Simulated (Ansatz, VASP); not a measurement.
# Two plane-wave programs on CuAu

INCAR

```
PREC = Accurate
ENCUT = 520
EDIFF = 1E-8
ISMEAR = -1
SIGMA = 0.05
LREAL = False
LASPH = True
NELM = 100
ALGO = Normal
ISIF = 2
LWAVE = False
LCHARG = False
GGA = PS
LEFG = True
NBANDS = 18
```

KPOINTS

```
Automatic mesh
0
Gamma
  11 11 8
```

The input POSCAR:

```
CuAu
1.0
    2.8507024026      0.0000000000      0.0000000000
    0.0000000000      2.8507024026      0.0000000000
    0.0000000000      0.0000000000      3.5816088600
Cu Au
1 1
Direct
    0.4400000000      0.4400000000      0.4400000000
    0.0600000000      0.0600000000      0.0600000000
```

Input for Ansatz:

```yaml
crystal:
  lattice:
    - [2.8507024026, 0.0, 0.0]
    - [0.0, 2.8507024026, 0.0]
    - [0.0, 0.0, 3.58160886]
  atoms:
    - { symbol: Cu, position: [0.44, 0.44, 0.44] }
    - { symbol: Au, position: [0.06, 0.06, 0.06] }
kpoints:
  mp_grid: { grid: [11, 11, 8] }
scf:
  occupations: { method: fermi_dirac, width: 0.05 }
hamiltonian:
  xc: pbesol
  pseudopotentials: { kind: paw }
output:
  forces: true
  stress: true
  eigenvalues: true
  efg: { contact_densities: true }
  populations: true
```

Change from the starting cell: shortest bond scaled by 0.76, PAW files.

Alike in both runs: task electric field gradients; functional PBEsol; k mesh 11 × 11 × 8; occupations fermi-dirac, width 0.05 eV; no spin polarisation.

```csv
,VASP,Ansatz
version,VASP 6.6.1,Ansatz 0.2.0
potentials or method,"VASP PAW PBE potentials, release 64 (Cu, Au)","PAW with Ansatz's default frozen-core files, scalar-relativistic"
plane-wave cutoff (eV),520,420
valence electrons in the cell,22,38
```

```csv
,VASP,Ansatz,Ansatz less VASP
pressure (GPa),32.2,32.3,+0.14
"traceless stress, the component that is largest in VASP (GPa)",29.08,29.32,+0.248
rms of the force components (eV/Å),5.108,5.142,+0.0341
size of Vzz on the site where it differs most (V/Å²),38.0,8.8,-29.23
```

VASP's potentials were made for PBE, not for PBEsol. Atom by atom the forces differ by 0.034 eV/Å (rms over components). Both programs put the cell under a high pressure, so it lies far from rest at this level. VASP's potentials hold 22 valence electrons a cell and Ansatz's 38, so a difference there can come from the potentials and not from the codes.

Spin-orbit coupling is off throughout.
